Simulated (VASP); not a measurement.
Input of a VASP 6.6.1 run:

File INCAR:

```
SYSTEM = GaP
ALGO = Normal ; EDIFF = 1E-6
ENCUT = 500 ; GGA_COMPAT = .FALSE.
ISIF = 2 ; ISMEAR = 0
LASPH = .TRUE. ; LCHARG = .FALSE.
LREAL = .FALSE. ; LWAVE = .FALSE.
NBANDS = 16 ; NELM = 120
PREC = Accurate ; SIGMA = 0.02
```

KPOINTS

```
k-points
0
G
  8 8 8
  0 0 0
```

The input POSCAR:

```
GaP
1.0
    0.0000000000      2.7224013681      2.7224013681
    2.7224013681      0.0000000000      2.7224013681
    2.7224013681      2.7224013681      0.0000000000
Ga P
1 1
Direct
    0.0000000000      0.0000000000      0.0000000000
    0.7500000000      0.7500000000      0.7500000000
```

Potentials or basis: VASP PAW LDA potentials, release 64 (Ga_d, P).

Command:

```bash
$ cat potpaw_LDA.64/Ga_d/POTCAR potpaw_LDA.64/P/POTCAR > POTCAR
$ mpirun -np 1 vasp_std > vasp.out
```

(1) What does it give for the pressure?

(2) What does it give for the band gap on the k mesh?

## Answers

(1) -2.4 GPa.

(2) 1.49 eV (least direct gap 1.66 eV).
